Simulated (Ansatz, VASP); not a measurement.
## LaMnIn in VASP and in Ansatz

```xyz
3
Lattice="4.5933 0.0000 0.0000 -2.2967 3.9779 0.0000 0.0000 0.0000 4.0966" Properties=species:S:1:pos:R:3 pbc="T T T"
La    0.0000    0.0000    0.0000
In    0.0000    2.6520    2.0483
Mn    2.2967    1.3260    2.0483
```

Alike in both runs: task single point; functional PBE; k mesh 7 × 7 × 7; occupations fermi-dirac, width 0.05 eV; collinear spin.

|  | VASP | Ansatz |
| --- | --- | --- |
| version | VASP 6.6.1 | Ansatz 0.2.0 |
| potentials or method | VASP PAW PBE potentials, release 64 (La, In_d, Mn_pv) | Ansatz PAW |
| plane-wave cutoff (eV) | 520 | 420 |
| valence electrons in the cell | 37 | 39 |

VASP gave:

- gap on the k mesh at the Fermi level (eV): none
- pressure (GPa): 4.9
- traceless stress, the component that is largest in VASP (GPa): -2.69
- net moment per atom (μB): 1.06
- size of the moment on the site where the two differ most (μB): 0.10

Q: What did Ansatz give for the same quantities?

A: gap on the k mesh at the Fermi level (eV): none; pressure (GPa): 5.0; traceless stress, the component that is largest in VASP (GPa): -2.68; net moment per atom (μB): 1.06; size of the moment on the site where the two differ most (μB): 0.05.

Site moments also hang on the region over which each program counts them. A gap of «none» marks a metal or a gap that the smearing closes. With one functional, cell and mesh, what is left measures potentials, basis and numerics. VASP's potentials hold 37 valence electrons a cell and Ansatz's 39, so a difference there can come from the potentials and not from the codes.

Neither program's run includes spin-orbit coupling.
